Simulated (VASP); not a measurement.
Write the native input for VASP 6.6.1 that does the following.

```
Task                   : relaxation of cell and atoms
Functional             : PBE
Potentials or basis    : VASP PAW PBE potentials, release 64 (Si)
Cutoff                 : 600 eV
k mesh                 : 6 × 6 × 2
Occupations            : gaussian, width 0.1 eV
Spin                   : no spin polarisation
Dipole correction      : no
Further INCAR settings : ALGO = Normal; EDIFF = 1e-06; IBRION = 2; EDIFFG = -0.04; NSW = 90; ISIF = 3
```

The structure of Si lies in POSCAR:

```
Si
1.0
    3.0574570700      0.0000000000      0.0000000000
   -1.5287285400      2.6478355000      0.0000000000
    0.0000000000      0.0000000000     14.8380658300
Si
6
Direct
    0.6666666700      0.3333333300      0.9172385900
    0.0000000000      0.0000000000      0.2500000000
    0.6666666700      0.3333333300      0.5827614100
    0.3333333300      0.6666666700      0.4172385900
    0.0000000000      0.0000000000      0.7500000000
    0.3333333300      0.6666666700      0.0827614100
```

These files were run (other wordings do the same):

INCAR

```
ALGO = Normal
EDIFF = 1E-6
EDIFFG = -0.04
ENCUT = 600
GGA = PE
IBRION = 2
ISIF = 3
ISMEAR = 0
LASPH = True
LCHARG = False
LREAL = False
LWAVE = False
NELM = 100
NSW = 90
PREC = Accurate
SIGMA = 0.1
```

KPOINTS

```
k-points
0
Gamma
  6 6 2
```

Potentials or basis: VASP PAW PBE potentials, release 64 (Si).

Command:

```bash
$ cat potpaw_PBE.64/Si/POTCAR > POTCAR
$ mpirun -np 1 vasp_std > vasp.out
```

Results of the run:

```json
{
 "Relaxed volume": "14.75 Å³/atom",
 "Relaxed cell": "a = 2.930 Å, b = 2.930 Å, c = 11.904 Å, α = 90.00°, β = 90.00°, γ = 120.00°",
 "Space group after relaxing (to 0.05 Å)": "P6_3/mmc (No. 194)",
 "Energy gained by relaxing": "402.7 meV/atom",
 "Ionic steps": "19",
 "Pressure after relaxing": "0.0 GPa",
 "Largest force after relaxing": "0.004 eV/Å"
}
```

Caveat: the k points lie up to 0.41 Å⁻¹ apart in the final cell; the volume moved by over 15 % at a fixed basis, so the end points are rough.

Run time: 4.4 min on 1 thread of Intel(R) Xeon(R) Platinum 8259CL CPU @ 2.50GHz (Skylake/Cascade Lake), on a shared host, peak memory 0.25 GiB.
